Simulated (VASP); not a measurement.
Write the native input for VASP 6.6.1 that does the following.

```
Task                   : single point
Functional             : r2SCAN
Potentials or basis    : VASP PAW PBE potentials, release 64 (Na_pv, H)
Cutoff                 : 520 eV
k mesh                 : 16 × 16 × 16
Occupations            : fermi-dirac, width 0.1 eV
Spin                   : no spin polarisation
Dipole correction      : no
Further INCAR settings : ALGO = Normal; EDIFF = 1e-06; NBANDS = 11
```

NaH (zincblende type):

```
CELL_PARAMETERS angstrom
0.00000 2.19002 2.19002
2.19002 0.00000 2.19002
2.19002 2.19002 0.00000
ATOMIC_POSITIONS crystal
Na 0.00000 0.00000 0.00000
H 0.25000 0.25000 0.25000
```

These files were run (other wordings do the same):

POSCAR

```
NaH
1.0
    0.0000000000      2.1900238519      2.1900238519
    2.1900238519      0.0000000000      2.1900238519
    2.1900238519      2.1900238519      0.0000000000
Na H
1 1
Direct
    0.0000000000      0.0000000000      0.0000000000
    0.2500000000      0.2500000000      0.2500000000
```

INCAR.step1

```
SYSTEM = NaH
PREC     = Accurate       ! precision mode
ENCUT    = 520            ! plane-wave cutoff, eV
ISMEAR   = -1             ! smearing method
SIGMA    = 0.1            ! smearing width, eV
LREAL    = .False.        ! projectors in reciprocal space
LASPH    = .True.         ! aspherical terms in the spheres
NELM     = 60             ! most SCF steps
NBANDS   = 11             ! bands
GGA      = PE             ! functional
ALGO     = Normal         ! electronic algorithm
EDIFF    = 1E-4           ! SCF threshold, eV
LWAVE    = .True.         ! write WAVECAR
LCHARG   = .False.        ! write CHGCAR
```

INCAR.step2

```
SYSTEM = NaH
PREC     = Accurate       ! precision mode
ENCUT    = 520            ! plane-wave cutoff, eV
EDIFF    = 1E-6           ! SCF threshold, eV
ISMEAR   = -1             ! smearing method
SIGMA    = 0.1            ! smearing width, eV
LREAL    = .False.        ! projectors in reciprocal space
LASPH    = .True.         ! aspherical terms in the spheres
NELM     = 60             ! most SCF steps
ALGO     = Normal         ! electronic algorithm
ISIF     = 2              ! what is computed and relaxed
LWAVE    = .False.        ! write WAVECAR
LCHARG   = .False.        ! write CHGCAR
METAGGA  = R2SCAN         ! meta-GGA
LMIXTAU  = .True.       
NBANDS   = 11             ! bands
ISTART   = 1
```

KPOINTS

```
Automatic mesh
0
Gamma
  16 16 16
  0 0 0
```

Potentials or basis: VASP PAW PBE potentials, release 64 (Na_pv, H).

The run is started by

```sh
$ cat potpaw_PBE.64/Na_pv/POTCAR potpaw_PBE.64/H/POTCAR > POTCAR
$ cp INCAR.step1 INCAR
$ mpirun -np 1 vasp_std > vasp.out
$ cp INCAR.step2 INCAR
$ mpirun -np 1 vasp_std > vasp.out
```

Results of the run:

```
Pressure               : 23.8 GPa
Band gap on the k mesh : 4.47 eV (least direct gap 5.57 eV)
```

Caveat: the cell stands under pressure; the PAW data sets were made with another functional, which shifts forces and pressure a little.

Wall time 32 s on 1 thread of Intel(R) Xeon(R) 6975P-C (Granite Rapids) (shared host), peak memory 0.15 GiB.
